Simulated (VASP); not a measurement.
Set up this calculation in VASP 6.6.1, as the native input.

| Item | Value |
| --- | --- |
| Task | electric field gradients |
| Functional | PBEsol |
| Potentials or basis | VASP PAW PBE potentials, release 64 (Os) |
| Cutoff | 520 eV |
| k mesh | 18 × 18 × 10 |
| Occupations | fermi-dirac, width 0.15 eV |
| Spin | no spin polarisation |
| Dipole correction | no |
| Further INCAR settings | ALGO = Normal; EDIFF = 1e-08; NBANDS = 15 |

The structure of Os lies in POSCAR:

```
Os
1.0
    2.7289174778      0.0000000000      0.0000000000
   -1.3644587389      2.3633118607      0.0000000000
    0.0000000000      0.0000000000      4.3114564544
Os
2
Direct
    0.3333333333      0.6666666667      0.2500000000
    0.6666666667      0.3333333333      0.7500000000
```

These files were run (other wordings do the same):

INCAR

```
SYSTEM = Os
PREC = Accurate
ENCUT = 520
EDIFF = 1E-8
ISMEAR = -1
SIGMA = 0.15
LREAL = .FALSE.
LASPH = .TRUE.
NELM = 80
ALGO = Normal
ISIF = 2
LWAVE = .FALSE.
LCHARG = .FALSE.
GGA = PS
LEFG = .TRUE.
NBANDS = 15
```

KPOINTS

```
Automatic mesh
0
G
  18 18 10
  0 0 0
```

Potentials or basis: VASP PAW PBE potentials, release 64 (Os).

Command:

```bash
$ cat potpaw_PBE.64/Os/POTCAR > POTCAR
$ mpirun -np 1 vasp_std > vasp.out
```

Results of the run:

```
Pressure                                : 0.5 GPa
Band gap on the k mesh                  : zero (bands 8 and 9 overlap by 3.98 eV)
Largest electric field gradient by atom : Os -80.1 V/Å²
```

Caveat: without QUAD_EFG the Cq values of the log hold for a quadrupole moment of 1 mb, not for the nuclei; the PAW data sets were made with another functional, which shifts forces and pressure a little; spin-orbit coupling is left out, which moves the levels of the heavy elements.

It took 79 s on 1 thread of Oxide Virtual Turin-like Processor, with other jobs on the host, peak memory 0.16 GiB.
